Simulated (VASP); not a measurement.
# ZnS (P3m1) in VASP: single point with PBE

Aim: the single point of ZnS with PBE.

Everything below comes from runs of VASP 6.6.1. Logs are shortened: lines on timing, memory, paths and dates and some standing lists are left out, and cuts for length are marked.

## (1) The cell of the first run

It takes space group P3m1 (No. 156, trigonal). The conventional cell has a = 3.823 Å, b = 3.823 Å, c = 12.520 Å, α = 90.00°, β = 90.00°, γ = 120.00°. Zn (site symmetry 3m) has 4 S at 2.34 to 2.35 Å within 3.1 Å. Zn (site symmetry 3m) has 4 S at 2.34 to 2.35 Å within 3.1 Å. Zn (site symmetry 3m) has 4 S at 2.25 to 2.68 Å within 3.0 Å. Within 3.1 Å of Zn (site symmetry 3m) lie 4 S at 2.34 to 2.35 Å. Within 3.0 Å of S (site symmetry 3m) lie 4 Zn at 2.25 to 2.35 Å. Within 3.1 Å of S (site symmetry 3m) lie 4 Zn at 2.34 to 2.35 Å. S (site symmetry 3m) has 4 Zn at 2.34 to 2.68 Å within 3.1 Å. Within 3.1 Å of S (site symmetry 3m) lie 4 Zn at 2.34 to 2.35 Å.

## (2) Single point, PBE (atom 3 (Zn) moved -0.338 Å along Cartesian [0 0 1])

INCAR

```
SYSTEM = ZnS
PREC = Accurate ; ENCUT = 520
EDIFF = 1E-6 ; ISMEAR = 0
SIGMA = 0.05 ; LREAL = .FALSE.
LASPH = .TRUE. ; NELM = 100
ALGO = Normal ; ISIF = 2
LWAVE = .FALSE. ; LCHARG = .TRUE.
GGA = PE ; LELF = .TRUE.
LVHAR = .TRUE. ; NBANDS = 46
```

KPOINTS

```
Automatic mesh
0
G
  12 12 4
  0 0 0
```

POSCAR

```
ZnS
1.0
    3.8227020304      0.0000000000      0.0000000000
   -1.9113510152      3.3105570694      0.0000000000
    0.0000000000      0.0000000000     12.5200000000
Zn S
4 4
Direct
    0.0000000000      0.0000000000      0.0000000000
    0.0000000000      0.0000000000      0.5000000000
    0.3333333333      0.6666666667      0.2230431310
    0.6666666667      0.3333333333      0.7500000000
    0.0000000000      0.0000000000      0.1875000000
    0.0000000000      0.0000000000      0.6875000000
    0.3333333333      0.6666666667      0.4375000000
    0.6666666667      0.3333333333      0.9375000000
```

Potentials or basis: VASP PAW PBE potentials, release 64 (Zn, S).

Run with:

```bash
> cat potpaw_PBE.64/Zn/POTCAR potpaw_PBE.64/S/POTCAR > POTCAR
> mpirun -np 1 vasp_std > vasp.out
```

OUTCAR:

```text
SYSTEM = ZnS
   PREC = Accurate
   ENCUT = 520
   EDIFF = 1E-6
   ISMEAR = 0
   LREAL = .FALSE.
   LASPH = .TRUE.
   NELM = 100
   ISIF = 2
   GGA = PE

 ion  position               nearest neighbor table
   1  0.000  0.000  0.000-   8 2.34   8 2.34   8 2.34   5 2.35
   2  0.000  0.000  0.500-   7 2.34   7 2.34   7 2.34   6 2.35
   3  0.333  0.667  0.223-   5 2.25   5 2.25   5 2.25   7 2.68
   4  0.667  0.333  0.750-   6 2.34   6 2.34   6 2.34   8 2.35
   5  0.000  0.000  0.188-   3 2.25   3 2.25   3 2.25   1 2.35
   6  0.000  0.000  0.688-   4 2.34   4 2.34   4 2.34   2 2.35
   7  0.333  0.667  0.438-   2 2.34   2 2.34   2 2.34   3 2.68
   8  0.667  0.333  0.938-   1 2.34   1 2.34   1 2.34   4 2.35

  LATTYP: Found a hexagonal cell.
 ALAT       =     3.8227020304
 C/A-ratio  =     3.2751702593

  Lattice vectors:

 A1 = (   3.8227020304,   0.0000000000,   0.0000000000)
 A2 = (  -1.9113510152,   3.3105570694,   0.0000000000)
 A3 = (   0.0000000000,   0.0000000000,  12.5200000000)

Analysis of symmetry for initial positions (statically):
=====================================================================
 Subroutine PRICEL returns:
 Original cell was already a primitive cell.

 Routine SETGRP: Setting up the symmetry group for a
 hexagonal supercell.

 Subroutine GETGRP returns: Found  6 space group operations
 (whereof  6 operations were pure point group operations)
 out of a pool of 24 trial point group operations.

The static configuration has the point symmetry C_3v.

Analysis of symmetry for dynamics (positions and initial velocities):
=====================================================================
 Subroutine PRICEL returns:
 Original cell was already a primitive cell.

 Routine SETGRP: Setting up the symmetry group for a
 hexagonal supercell.

 Subroutine GETGRP returns: Found  6 space group operations
 (whereof  6 operations were pure point group operations)
 out of a pool of 24 trial point group operations.

The dynamic configuration has the point symmetry C_3v.

 Subroutine INISYM returns: Found  6 space group operations
 (whereof  6 operations are pure point group operations),
 and found     1 'primitive' translations

----------------------------------------------------------------------------------------

                                     Primitive cell
[... 106 lines left out ...]
   NSW    =      0    number of steps for IOM
   IBRION =     -1    ionic relax: 0-MD 1-quasi-New 2-CG
   NFREE  =      0    steps in history (QN), initial steepest desc. (CG)
   ISIF   =      2    stress and relaxation
   ISYM   =      2    0-nonsym 1-usesym 2-fastsym
   POTIM  = 0.5000    time-step for ionic-motion
   TEBEG  =    0.0;   TEEND  =   0.0 temperature during run
   PSTRESS=    0.0 pullay stress
   NELECT =      72.0000    total number of electrons
   NUPDOWN=      -1.0000    fix difference up-down
   EMIN   =  10.00;   EMAX   =-10.00  energy-range for DOS
   EFERMI =   0.00;   METHOD = LEGACY
   ISMEAR =     0;   SIGMA  =   0.05  broadening in eV -4-tet -1-fermi 0-gaus
   EFERMI_NEDOS =   21; number of points for ismear=-14 and -15
   IALGO  =     38    algorithm
   IMIX   =      4    mixing-type and parameters
     AMIX     =   0.40;   BMIX     =  1.00
     AMIX_MAG =   1.60;   BMIX_MAG =  1.00
  volume/ion in A,a.u.               =      19.81       133.65
  Fermi-wavevector in a.u.,A,eV,Ry     =   1.258617  2.378442 21.553229  1.584118
  Thomas-Fermi vector in A             =   2.392218
   LORBIT       =      0    0 simple, 1 ext, 2 COOP (PROOUT), +10 PAW based schemes
   GGA     = PE    functional components
   LHFCALC =     F    Hartree Fock is set to
   AEXX    =    0.0000 exact exchange contribution
   IVDW    =     0    specifies the selected vdW correction
   LEPSILON=     F    determine dielectric tensor
   LRPA    =     F    only Hartree local field effects (RPA)
 non-spin polarized calculation
 Gauss-broadening in eV      SIGMA  =   0.05
  energy-cutoff  :      520.00
  volume of cell :      158.44
 maximum number of plane-waves:      4296
   NGX = 15   NGY = 15   NGZ = 47

 number of electron      71.9999984 magnetization

 Free energy of the ion-electron system (eV)
  ---------------------------------------------------
  ext. energy  EPLUGINS =         0.00000000
  ---------------------------------------------------
  free energy    TOTEN  =       -27.04774303 eV

  energy without entropy =      -27.04774303  energy(sigma->0) =      -27.04774303

 E-fermi :   2.7145     XC(G=0):  -9.6082

 val. band max:        2.4416695256   @ k =   0.0000   0.0000   0.0000
 cond. band min:       3.9875411493   @ k =   0.0000   0.0000   0.0000
 fundamental gap:      1.5458716237
 Fermi energy:         2.7145049662

 k-point     1 :       0.0000    0.0000    0.0000
  band No.  band energies     occupation
      1     -11.6828      2.00000
      2     -10.8600      2.00000
      3     -10.3683      2.00000
      4      -9.6837      2.00000
      5      -5.0816      2.00000
      6      -5.0816      2.00000
[... 1165 lines left out ...]
     45       8.7802      0.00000
     46       9.0854      0.00000

 [... further k-points ...]

------------------------ aborting loop because EDIFF is reached ----------------------------------------

  FORCE on cell =-STRESS in cart. coord.  units (eV):
  Direction    XX          YY          ZZ          XY          YZ          ZX
  --------------------------------------------------------------------------------------
  -------------------------------------------------------------------------------------
  Total        2.7275005      2.7275005      0.7083003      0.0000000      0.0000000      0.0000000
  in kB       27.5803365     27.5803365      7.1622941      0.0000000      0.0000000      0.0000000
  external PRESSURE =      20.7743224 kB  Pullay stress =       0.0000000 kB

 VOLUME and BASIS-vectors are now :
 -----------------------------------------------------------------------------
  energy-cutoff  :      520.00
  volume of cell :      158.44
      direct lattice vectors                 reciprocal lattice vectors
     3.822702030  0.000000000  0.000000000     0.261595069  0.151031983  0.000000000
    -1.911351015  3.310557069  0.000000000     0.000000000  0.302063967  0.000000000
     0.000000000  0.000000000 12.520000000     0.000000000  0.000000000  0.079872204

 POSITION                                       TOTAL-FORCE (eV/Angst)
 -----------------------------------------------------------------------------------
      0.00000      0.00000      0.00000         0.000000     -0.000000     -0.307551
      0.00000      0.00000      6.26000         0.000000     -0.000000     -0.261176
     -0.00000      2.20704      2.79250        -0.000000      0.000000      1.636916
      1.91135      1.10352      9.39000        -0.000000      0.000000     -0.270270
      0.00000      0.00000      2.34750         0.000000     -0.000000     -0.607794
      0.00000      0.00000      8.60750         0.000000     -0.000000      0.232278
     -0.00000      2.20704      5.47750         0.000000     -0.000000     -0.648829
      1.91135      1.10352     11.73750         0.000000     -0.000000      0.226427
 -----------------------------------------------------------------------------------
    total drift:                               -0.000003     -0.000000      0.000747

  FREE ENERGIE OF THE ION-ELECTRON SYSTEM (eV)
  ---------------------------------------------------
  free  energy   TOTEN  =       -27.0477430329 eV

  energy  without entropy=      -27.0477430329  energy(sigma->0) =      -27.04774303
```

OSZICAR:

```text
N       E                     dE             d eps       ncg     rms          rms(c)
DAV:   1     0.594960675463E+03    0.59496E+03   -0.33341E+04  6348   0.189E+03
DAV:   2     0.529648213486E+02   -0.54200E+03   -0.52090E+03  6348   0.437E+02
DAV:   3    -0.250935057336E+02   -0.78058E+02   -0.76855E+02  6996   0.153E+02
DAV:   4    -0.288441136755E+02   -0.37506E+01   -0.37351E+01  7756   0.337E+01
DAV:   5    -0.289013398345E+02   -0.57226E-01   -0.57197E-01  7490   0.423E+00    0.140E+01
DAV:   6    -0.270265069646E+02    0.18748E+01   -0.36348E+00  9888   0.445E+01    0.108E+01
DAV:   7    -0.271264781343E+02   -0.99971E-01   -0.49173E+00  7438   0.956E+00    0.409E+00
DAV:   8    -0.270459685960E+02    0.80510E-01   -0.48246E-01  8090   0.852E+00    0.126E+00
DAV:   9    -0.270462925463E+02   -0.32395E-03   -0.11145E-01  8040   0.406E+00    0.425E-01
DAV:  10    -0.270472721886E+02   -0.97964E-03   -0.12840E-02  7448   0.164E+00    0.270E-01
DAV:  11    -0.270475382511E+02   -0.26606E-03   -0.13134E-03  7648   0.421E-01    0.152E-01
DAV:  12    -0.270477207744E+02   -0.18252E-03   -0.49374E-04  7366   0.212E-01    0.572E-02
DAV:  13    -0.270477328430E+02   -0.12069E-04   -0.17150E-04  7404   0.106E-01    0.296E-02
DAV:  14    -0.270477409929E+02   -0.81499E-05   -0.14993E-05  7882   0.616E-02    0.103E-02
DAV:  15    -0.270477430002E+02   -0.20073E-05   -0.72837E-06  7124   0.259E-02    0.719E-03
DAV:  16    -0.270477430329E+02   -0.32704E-07   -0.16413E-06  5242   0.127E-02
   1 F= -.27047743E+02 E0= -.27047743E+02  d E =-.189005E-16
```

Wall time 13 min (1 thread of Intel Xeon 8259CL, shared host); peak memory 0.51 GiB.

What came out:

- Free energy: -27.0477 eV
- Pressure: 2.1 GPa
- Largest force: 1.637 eV/Å
- Band gap on the k mesh: 1.55 eV

Forces in eV/Å, atoms in the order of the input:
```
Zn   0.000  0.000 -0.308
Zn   0.000  0.000 -0.261
Zn   0.000  0.000  1.637
Zn   0.000  0.000 -0.270
S    0.000  0.000 -0.608
S    0.000  0.000  0.232
S    0.000  0.000 -0.649
S    0.000  0.000  0.226
```

Stress tensor (GPa, compression positive):
```
2.76 0.00 0.00
0.00 2.76 0.00
0.00 0.00 0.72
```

Levels at points of the mesh, in eV from the valence-band top:
| k point | band 34 | band 35 | band 36 | band 37 | band 38 | band 39 |
| --- | --- | --- | --- | --- | --- | --- |
| (0.00, 0.00, 0.00) | -0.29 | 0.00 | 0.00 | 1.55 | 2.40 | 3.00 |
| (0.50, 0.00, 0.00) | -1.72 | -1.11 | -1.01 | 2.68 | 2.85 | 3.23 |
| (0.00, 0.00, 0.50) | -0.56 | -0.01 | -0.01 | 1.94 | 2.55 | 2.92 |
| (0.50, 0.00, 0.50) | -1.65 | -1.35 | -1.05 | 2.76 | 3.19 | 3.66 |

Caveat: the cell differs from its parent crystal (atom 3 (Zn) moved -0.338 Å along Cartesian [0 0 1]); forces of over 1 eV/Å act on the atoms, so gaps and moduli don't describe the material at rest.
